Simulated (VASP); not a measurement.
# HfN (I4/mmm) in VASP: notebook

HfN is run at these levels: PBE; tasks: single point.

Everything below comes from runs of VASP 6.6.1. Logs are shortened: lines on timing, memory, paths and dates and some standing lists are left out, and cuts for length are marked.

### Step 1. The cell of the first run

The structure is tetragonal, space group I4/mmm (No. 139). The conventional cell has a = 3.610 Å, b = 3.610 Å, c = 3.609 Å, α = 90.00°, β = 90.00°, γ = 90.00°. Hf (site symmetry 4/mmm) has 2 N at 1.80 Å within 2.4 Å. Within 2.4 Å of N (site symmetry 4/mmm) lie 2 Hf at 1.80 Å.

### Step 2. Single point, PBE

Contents of INCAR:

```
SYSTEM = HfN
PREC = Accurate
ENCUT = 520
EDIFF = 1E-6
ISMEAR = 0
SIGMA = 0.15
LREAL = .False.
LASPH = .True.
NELM = 60
ALGO = Normal
ISIF = 2
LWAVE = .False.
LCHARG = .False.
GGA = PE
NBANDS = 14
```

Contents of KPOINTS:

```
Automatic mesh
0
Gamma
  26 26 26
  0 0 0
```

Contents of POSCAR:

```
HfN
1.0
    0.0000000000      2.5524910841      1.8046111964
    2.5524910841      0.0000000000      1.8046111964
    2.5524910841      2.5524910841      0.0000000000
Hf N
1 1
Direct
    0.0000000000      0.0000000000      0.0000000000
    0.5000000000      0.5000000000      0.5000000000
```

Potentials or basis: VASP PAW PBE potentials, release 64 (Hf_pv, N).

Launch:

```
cat potpaw_PBE.64/Hf_pv/POTCAR potpaw_PBE.64/N/POTCAR > POTCAR
mpirun -np 1 vasp_std > vasp.out
```

OUTCAR:

```text
SYSTEM = HfN
   PREC = Accurate
   ENCUT = 520
   EDIFF = 1E-6
   ISMEAR = 0
   LREAL = .False.
   LASPH = .True.
   NELM = 60
   ISIF = 2
   GGA = PE

 ion  position               nearest neighbor table
   1  0.000  0.000  0.000-   2 1.80   2 1.80   2 2.55   2 2.55   2 2.55   2 2.55
   2  0.500  0.500  0.500-   1 1.80   1 1.80   1 2.55   1 2.55   1 2.55   1 2.55

  LATTYP: Found a body centered tetragonal cell.
 ALAT       =     3.6097675090
 C/A-ratio  =     0.9998489886

  Lattice vectors:

 A1 = (   0.0000000000,  -2.5524910841,  -1.8046111964)
 A2 = (   0.0000000000,   2.5524910841,  -1.8046111964)
 A3 = (   2.5524910841,   0.0000000000,   1.8046111964)

Analysis of symmetry for initial positions (statically):
=====================================================================
 Subroutine PRICEL returns:
 Original cell was already a primitive cell.

 Routine SETGRP: Setting up the symmetry group for a
 body centered tetragonal supercell.

 Subroutine GETGRP returns: Found 16 space group operations
 (whereof 16 operations were pure point group operations)
 out of a pool of 16 trial point group operations.

The static configuration has the point symmetry D_4h.

Analysis of symmetry for dynamics (positions and initial velocities):
=====================================================================
 Subroutine PRICEL returns:
 Original cell was already a primitive cell.

 Routine SETGRP: Setting up the symmetry group for a
 body centered tetragonal supercell.

 Subroutine GETGRP returns: Found 16 space group operations
 (whereof 16 operations were pure point group operations)
 out of a pool of 16 trial point group operations.

The dynamic configuration has the point symmetry D_4h.

 Subroutine INISYM returns: Found 16 space group operations
 (whereof 16 operations are pure point group operations),
 and found     1 'primitive' translations

----------------------------------------------------------------------------------------

                                     Primitive cell

  volume of cell :      23.5148

  direct lattice vectors                    reciprocal lattice vectors
     0.000000000  2.552491084  1.804611196    -0.195887070  0.195887070  0.277067992
     2.552491084  0.000000000  1.804611196     0.195887070 -0.195887070  0.277067992
     2.552491084  2.552491084  0.000000000     0.195887070  0.195887070 -0.277067992

  length of vectors
     3.125993011  3.125993011  3.609767509     0.391803727  0.391803727  0.391803727

  position of ions in fractional coordinates (direct lattice)
     0.000000000  0.000000000  0.000000000
     0.500000000  0.500000000  0.500000000

  ion indices of the primitive-cell ions
   primitive index   ion index
                 1           1
                 2           2

----------------------------------------------------------------------------------------

 KPOINTS: Automatic mesh

Automatic generation of k-mesh.
 Grid dimensions read from file:
 generate k-points for:   26   26   26

 Generating k-lattice:

  Cartesian coordinates                     Fractional coordinates (reciprocal lattice)
    -0.007534118  0.007534118  0.010656461     0.038461538 -0.000000000  0.000000000
     0.007534118 -0.007534118  0.010656461    -0.000000000  0.038461538  0.000000000
     0.007534118  0.007534118 -0.010656461     0.000000000  0.000000000  0.038461538

  Length of vectors
     0.015069374  0.015069374  0.015069374

  Shift w.r.t. Gamma in fractional coordinates (k-lattice)
     0.000000000  0.000000000  0.000000000

 Subroutine IBZKPT returns following result:
 ===========================================

 Found   1330 irreducible k-points:

 Following reciprocal coordinates:
            Coordinates               Weight
  0.000000  0.000000  0.000000      1.000000
  0.038462  0.000000  0.000000      8.000000
  0.076923  0.000000  0.000000      8.000000
  0.115385  0.000000  0.000000      8.000000
  0.153846  0.000000  0.000000      8.000000
  0.192308  0.000000  0.000000      8.000000
[... 16 lines left out ...]
  0.346154  0.038462  0.000000      8.000000
  0.384615  0.038462  0.000000      8.000000
 [... further k-points ...]
   k-points           NKPTS =   1330   k-points in BZ     NKDIM =   1330   number of bands    NBANDS=     14
   number of dos      NEDOS =    301   number of ions     NIONS =      2
   total plane-waves  NPLWV =  16128
   dimension x,y,z NGX =    24 NGY =   24 NGZ =   28
   dimension x,y,z NGXF=    48 NGYF=   48 NGZF=   56
   ions per type =               1   1
   NGX,Y,Z   is equivalent  to a cutoff of  12.76, 12.76, 12.90 a.u.
   NGXF,Y,Z  is equivalent  to a cutoff of  25.53, 25.53, 25.79 a.u.
 SYSTEM =  HfN
   PREC   = accura    normal or accurate (medium, high low for compatibility)
   ISTART =      0    job   : 0-new  1-cont  2-samecut
   ICHARG =      2    charge: 1-file 2-atom 10-const
   ISPIN  =      1    spin polarized calculation?
[... 71 lines left out ...]
     10       7.7608      1.99892
     11       7.9693      1.80780
     12      10.8340      0.00000
     13      19.1947      0.00000
     14      20.2863      0.00000

 k-point     2 :       0.0385    0.0000    0.0000
  band No.  band energies     occupation
      1     -23.1980      2.00000
      2     -22.6248      2.00000
      3     -22.6221      2.00000
      4      -9.6042      2.00000
      5       4.1378      2.00000
      6       4.3332      2.00000
      7       5.2715      2.00000
      8       7.6462      1.99999
      9       7.7025      1.99987
     10       7.8685      1.97579
     11       7.9315      1.90309
     12      10.7984      0.00000
     13      19.3007      0.00000
     14      20.3989      0.00000

 k-point     3 :       0.0769    0.0000    0.0000
  band No.  band energies     occupation
      1     -23.2311      2.00000
      2     -22.6424      2.00000
      3     -22.6332      2.00000
      4      -9.4621      2.00000
      5       3.6128      2.00000
      6       4.0112      2.00000
      7       5.5946      2.00000
      8       7.5361      2.00000
      9       7.8964      1.95354
     10       8.1218      0.89317
     11       8.2707      0.12401
     12      10.7017      0.00000
     13      19.5905      0.00000
     14      20.7136      0.00000

 k-point     4 :       0.1154    0.0000    0.0000
  band No.  band energies     occupation
      1     -23.2870      2.00000
      2     -22.6665      2.00000
      3     -22.6510      2.00000
      4      -9.2309      2.00000
      5       3.0631      2.00000
      6       3.6011      2.00000
      7       5.7466      2.00000
      8       7.3014      2.00000
      9       8.1597      0.62333
     10       8.5946      0.00000
     11       8.8690      0.00000
     12      10.5688      0.00000
     13      19.9681      0.00000
     14      21.1599      0.00000

 k-point     5 :       0.1538    0.0000    0.0000
  band No.  band energies     occupation
      1     -23.3643      2.00000
      2     -22.6920      2.00000
      3     -22.6744      2.00000
      4      -8.9183      2.00000
      5       2.5218      2.00000
      6       3.1703      2.00000
      7       5.5510      2.00000
      8       7.2802      2.00000
      9       8.5147      0.00012
     10       9.1993      0.00000
     11       9.5654      0.00000
[... 276 lines left out ...]
 k-point    22 :       0.3077    0.0385    0.0000
  band No.  band energies     occupation
      1     -23.8176      2.00000
      2     -22.7952      2.00000
      3     -22.7596      2.00000
      4      -6.7126      2.00000
      5       0.7683      2.00000
      6       1.6819      2.00000
      7       2.1633      2.00000
      8       8.7626      0.00000
      9       9.5299      0.00000
     10      10.5972      0.00000
     11      12.6501      0.00000
     12      13.0458      0.00000
     13      18.6880      0.00000
     14      21.1128      0.00000

 k-point    23 :       0.3462    0.0385    0.0000
  band No.  band energies     occupation
      1     -23.9070      2.00000
      2     -22.8223      2.00000
      3     -22.7714      2.00000
      4      -6.1907      2.00000
      5       0.3613      2.00000
      6       1.4522      2.00000
      7       1.5733      2.00000
      8       9.2068      0.00000
      9       9.7934      0.00000
     10      11.2733      0.00000
     11      13.3005      0.00000
     12      13.7670      0.00000
     13      17.8262      0.00000
     14      21.1135      0.00000

 k-point    24 :       0.3846    0.0385    0.0000
  band No.  band energies     occupation
      1     -23.9800      2.00000
      2     -22.8452      2.00000
      3     -22.7805      2.00000
      4      -5.7202      2.00000
      5      -0.0373      2.00000
      6       1.1407      2.00000
      7       1.2742      2.00000
      8       9.4103      0.00000
      9      10.3669      0.00000
     10      11.9512      0.00000
     11      13.8511      0.00000
     12      14.4133      0.00000
     13      16.9687      0.00000
     14      20.9382      0.00000

 [... further k-points ...]

------------------------ aborting loop because EDIFF is reached ----------------------------------------

  FORCE on cell =-STRESS in cart. coord.  units (eV):
  Direction    XX          YY          ZZ          XY          YZ          ZX
  --------------------------------------------------------------------------------------
  -------------------------------------------------------------------------------------
  Total       -1.8525692     -1.8525692     42.4803537      0.0000000      0.0000000     -0.0000000
  in kB     -126.2242812   -126.2242812   2894.3869794      0.0000000      0.0000000     -0.0000000
  external PRESSURE =     880.6461390 kB  Pullay stress =       0.0000000 kB

 VOLUME and BASIS-vectors are now :
 -----------------------------------------------------------------------------
  energy-cutoff  :      520.00
  volume of cell :       23.51
      direct lattice vectors                 reciprocal lattice vectors
     0.000000000  2.552491084  1.804611196    -0.195887070  0.195887070  0.277067992
     2.552491084  0.000000000  1.804611196     0.195887070 -0.195887070  0.277067992
     2.552491084  2.552491084  0.000000000     0.195887070  0.195887070 -0.277067992

 POSITION                                       TOTAL-FORCE (eV/Angst)
 -----------------------------------------------------------------------------------
      0.00000      0.00000      0.00000         0.000000      0.000000      0.000000
      2.55249      2.55249      1.80461        -0.000000     -0.000000      0.000000
 -----------------------------------------------------------------------------------
    total drift:                                0.000000     -0.000000     -0.000000

  FREE ENERGIE OF THE ION-ELECTRON SYSTEM (eV)
  ---------------------------------------------------
  free  energy   TOTEN  =       -17.5523594233 eV

  energy  without entropy=      -17.5434138471  energy(sigma->0) =      -17.54788664
```

Run time: 9.1 min. Hardware: 1 thread of Intel Xeon 8259CL, shared host; peak memory 0.56 GiB.

What came out:

* Free energy: -17.5524 eV
* Pressure: 88.1 GPa
* Band gap on the k mesh: zero (an odd number of electrons rules out a gap without spin polarisation)

Caveat: the stress differs along the axes, from -13 to 289 GPa; spin-orbit coupling is left out, which moves the levels of the heavy elements; an odd number of electrons without spin polarisation forces a metal; a magnetic or distorted state may lie lower.

### Step 3. Single point, PBE

This run uses another cell than the first one, of the same volume but with other edges.

Contents of INCAR:

```
SYSTEM = HfN
PREC = Accurate ; ENCUT = 520
EDIFF = 1E-6 ; ISMEAR = 0
SIGMA = 0.15 ; LREAL = .False.
LASPH = .True. ; NELM = 60
ALGO = Normal ; ISIF = 2
LWAVE = .False. ; LCHARG = .True.
GGA = PE ; LELF = .True.
LVHAR = .True. ; NBANDS = 14
```

KPOINTS is that of step 2.

Contents of POSCAR:

```
HfN
1.0
    0.0000000000      2.0259135160      2.8646417116
    2.0259135160      0.0000000000      2.8646417116
    2.0259135160      2.0259135160      0.0000000000
Hf N
1 1
Direct
    0.0000000000      0.0000000000      0.0000000000
    0.5000000000      0.5000000000      0.5000000000
```

Potentials or basis: VASP PAW PBE potentials, release 64 (Hf_pv, N).

Launch:

```
cat potpaw_PBE.64/Hf_pv/POTCAR potpaw_PBE.64/N/POTCAR > POTCAR
mpirun -np 1 vasp_std > vasp.out
```

It took 11 min on 1 thread of Intel Xeon 8259CL, shared host; peak memory 0.55 GiB.

Results (log left out):

* Free energy: -19.9145 eV
* Pressure: 60.3 GPa
* Band gap on the k mesh: zero (an odd number of electrons rules out a gap without spin polarisation)

Stress tensor (GPa, compression positive):
```
 95.74   0.00   0.00
  0.00  95.74   0.00
  0.00   0.00 -10.71
```

Levels at points of the mesh, in eV from the Fermi level:
```tsv
k point	band 3	band 4	band 5	band 6	band 7	band 8	band 9	band 10	band 11	band 12
(0.00, 0.00, 0.00)	-30.38	-17.46	-3.44	-3.20	-2.21	-2.17	-2.17	2.12	2.12	4.65
(0.50, 0.00, 0.00)	-30.19	-13.76	-8.68	-6.70	-6.49	3.19	3.58	4.50	4.99	6.12
(0.50, 0.50, 0.00)	-30.45	-16.90	-6.34	-3.18	-2.36	-2.36	5.05	5.27	5.27	5.47
(0.50, 0.00, 0.50)	-30.79	-16.69	-3.85	-3.51	-2.95	-2.77	2.34	2.36	7.83	8.74
```

Caveat: the stress differs along the axes, from -11 to 96 GPa; spin-orbit coupling is left out, which moves the levels of the heavy elements; an odd number of electrons without spin polarisation forces a metal; a magnetic or distorted state may lie lower.

### Step 4. Single point, PBE

This run uses another cell than the first one, of the same volume but with other edges.

Contents of INCAR:

```
SYSTEM = HfN
PREC = Accurate
ENCUT = 520
EDIFF = 1E-6
ISMEAR = 0
SIGMA = 0.15
LREAL = .FALSE.
LASPH = .TRUE.
NELM = 100
ALGO = Normal
ISIF = 2
LWAVE = .FALSE.
LCHARG = .TRUE.
GGA = PE
LELF = .TRUE.
LVHAR = .TRUE.
NBANDS = 14
```

Contents of KPOINTS:

```
regular mesh
0
G
  26 26 26
  0 0 0
```

Contents of POSCAR:

```
HfN
1.0
    0.0000000000      2.4004779983      2.0404062986
    2.4004779983      0.0000000000      2.0404062986
    2.4004779983      2.4004779983      0.0000000000
Hf N
1 1
Direct
    0.0000000000      0.0000000000      0.0000000000
    0.5000000000      0.5000000000      0.5000000000
```

Launch:

```
cat potpaw_PBE.64/Hf_pv/POTCAR potpaw_PBE.64/N/POTCAR > POTCAR
mpirun -np 1 vasp_std > vasp.out
```

Wall time 7.7 min (1 thread of Intel Xeon 8259CL, shared host); peak memory 0.54 GiB.

It converged, with:

```yaml
Free_energy: -21.0355 eV
Pressure: 16.1 GPa
Band_gap_on_the_k_mesh: zero (an odd number of electrons rules out a gap without spin polarisation)
```

Stress tensor (GPa, compression positive):
```
-17.54   0.00   0.00
  0.00 -17.54   0.00
  0.00   0.00  83.41
```

Levels at points of the mesh, in eV from the Fermi level:
```csv
k point,band 6,band 7,band 8,band 9,band 10,band 11
"(0.00, 0.00, 0.00)",-3.33,-2.29,-0.75,-0.75,-0.70,0.72
"(0.50, 0.00, 0.00)",-6.40,-6.39,2.62,4.04,4.18,4.61
"(0.50, 0.50, 0.00)",-4.22,-4.07,-4.02,4.20,5.18,5.18
"(0.50, 0.00, 0.50)",-3.82,-3.43,-2.80,2.37,4.32,5.91
```

Caveat: the stress differs along the axes, from -18 to 83 GPa; spin-orbit coupling is left out, which moves the levels of the heavy elements; an odd number of electrons without spin polarisation forces a metal; a magnetic or distorted state may lie lower.

### Step 5. Single point, PBE

This run uses another cell than the first one, of the same volume but with other edges.

Contents of INCAR:

```
  PREC = Accurate
  ENCUT = 520
  EDIFF = 1E-6
  ISMEAR = 0
  SIGMA = 0.15
  LREAL = F
  LASPH = T
  NELM = 80
  ALGO = Normal
  ISIF = 2
  LWAVE = F
  LCHARG = T
  GGA = PE
  LELF = T
  LVHAR = T
  NBANDS = 14
```

Contents of KPOINTS:

```
Automatic mesh
0
Gamma
  26 26 26
```

Contents of POSCAR:

```
HfN
1.0
    0.0000000000      2.1398185907      2.5677823088
    2.1398185907      0.0000000000      2.5677823088
    2.1398185907      2.1398185907      0.0000000000
Hf N
1 1
Direct
    0.0000000000      0.0000000000      0.0000000000
    0.5000000000      0.5000000000      0.5000000000
```

Launch:

```
cat potpaw_PBE.64/Hf_pv/POTCAR potpaw_PBE.64/N/POTCAR > POTCAR
mpirun -np 1 vasp_std > vasp.out
```

It took 10 min on 1 thread of Intel Xeon 8259CL, shared host; peak memory 0.54 GiB.

The run converged. Its results:

| Item | Value |
| --- | --- |
| Free energy | -21.1734 eV |
| Pressure | 17.3 GPa |
| Band gap on the k mesh | zero (an odd number of electrons rules out a gap without spin polarisation) |

Stress tensor (GPa, compression positive):
```
 35.92   0.00   0.00
  0.00  35.92   0.00
  0.00   0.00 -20.05
```

Levels at points of the mesh, in eV from the Fermi level:
```csv
k point,band 4,band 5,band 6,band 7,band 8,band 9,band 10,band 11
"(0.00, 0.00, 0.00)",-17.44,-3.35,-2.69,-2.69,-1.51,-1.49,0.66,0.66
"(0.50, 0.00, 0.00)",-14.51,-8.75,-6.39,-6.21,3.54,3.60,4.01,4.58
"(0.50, 0.50, 0.00)",-16.58,-6.25,-3.41,-3.08,-3.08,4.27,5.23,5.23
"(0.50, 0.00, 0.50)",-16.42,-4.63,-4.02,-3.59,-3.44,2.71,3.79,6.90
```

Caveat: the stress differs along the axes, from -20 to 36 GPa; spin-orbit coupling is left out, which moves the levels of the heavy elements; an odd number of electrons without spin polarisation forces a metal; a magnetic or distorted state may lie lower.

### Step 6. Overview

| cell | gap on the mesh (eV) | pressure (GPa) |
| --- | --- | --- |
| a = 3.126, b = 3.126, c = 3.610 Å, angles 54.7, 54.7, 70.5°, 2 atoms | none | 88.1 |
| a = 3.509, b = 3.509, c = 2.865 Å, angles 65.9, 65.9, 48.2°, 2 atoms | none | 60.3 |
| a = 3.150, b = 3.150, c = 3.395 Å, angles 57.4, 57.4, 65.2°, 2 atoms | none | 16.1 |
| a = 3.343, b = 3.343, c = 3.026 Å, angles 63.1, 63.1, 53.8°, 2 atoms | none | 17.3 |

Alike in all rows: task single point; level PBE; potentials or basis VASP PAW PBE potentials, release 64 (Hf_pv, N); no spin polarisation; k mesh 26 × 26 × 26; cutoff (eV) 520; smearing gaussian 0.15 eV.

Caveats: spin-orbit coupling is left out, which moves the levels of the heavy elements; an odd number of electrons without spin polarisation forces a metal; a magnetic or distorted state may lie lower; the stress differs along the axes, from -13 to 289 GPa (at least some runs); the stress differs along the axes, from -11 to 96 GPa (at least some runs); the stress differs along the axes, from -18 to 83 GPa (at least some runs); the stress differs along the axes, from -20 to 36 GPa (at least some runs).

Total energies depend on the potentials used, so only differences within one code and one set of settings carry meaning.
